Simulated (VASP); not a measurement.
YbNb2W3, 6 atoms in the cell. The structure is hexagonal, space group P6/mmm (No. 191). Conventional cell: a = 5.606 Å, b = 5.606 Å, c = 4.434 Å, α = 90.00°, β = 90.00°, γ = 120.00°. Within 4.5 Å of Yb (site symmetry 6/mmm) lie 6 Nb at 3.24 Å and 12 W at 3.57 Å and 2 Yb at 4.43 Å. Nb (site symmetry -6m2) has 6 W at 2.74 Å and 3 Nb at 3.24 Å and 3 Yb at 3.24 Å within 3.6 Å. Within 3.6 Å of W (site symmetry mmm) lie 4 Nb at 2.74 Å and 4 W at 2.80 Å and 4 Yb at 3.57 Å. The cell was generated, and may not be a known phase.

```yaml
Program: VASP 6.6.1
Task: single point
Functional: PBE
Potentials_or_basis: VASP PAW PBE potentials, release 64 (Yb, Nb_sv, W_sv)
Cutoff: 520 eV
k_mesh: 6 × 6 × 4
Occupations: gaussian, width 0.1 eV
Spin: collinear spin, ferromagnetic start
Starting_moments: "[1.0, 1.0, 1.0, 0.0, 0.0, 0.0] μB"
Dipole_correction: no
Further_INCAR_settings: ALGO = Normal; EDIFF = 1e-07; NBANDS = 59
```

Potentials or basis: VASP PAW PBE potentials, release 64 (Yb, Nb_sv, W_sv).

The run is started by

```sh
$ cat potpaw_PBE.64/Yb/POTCAR potpaw_PBE.64/Nb_sv/POTCAR potpaw_PBE.64/W_sv/POTCAR > POTCAR
$ mpirun -np 1 vasp_std > vasp.out
```

Hardware: 1 thread of Intel(R) Xeon(R) Platinum 8375C CPU @ 2.90GHz (Ice Lake), with other jobs on the host.

How long does it take, and how much memory?

It took 36 min on 1 thread of Intel(R) Xeon(R) Platinum 8375C CPU @ 2.90GHz (Ice Lake), on a shared host, peak memory 0.46 GiB. Counts: scf iterations 93, k points 21.
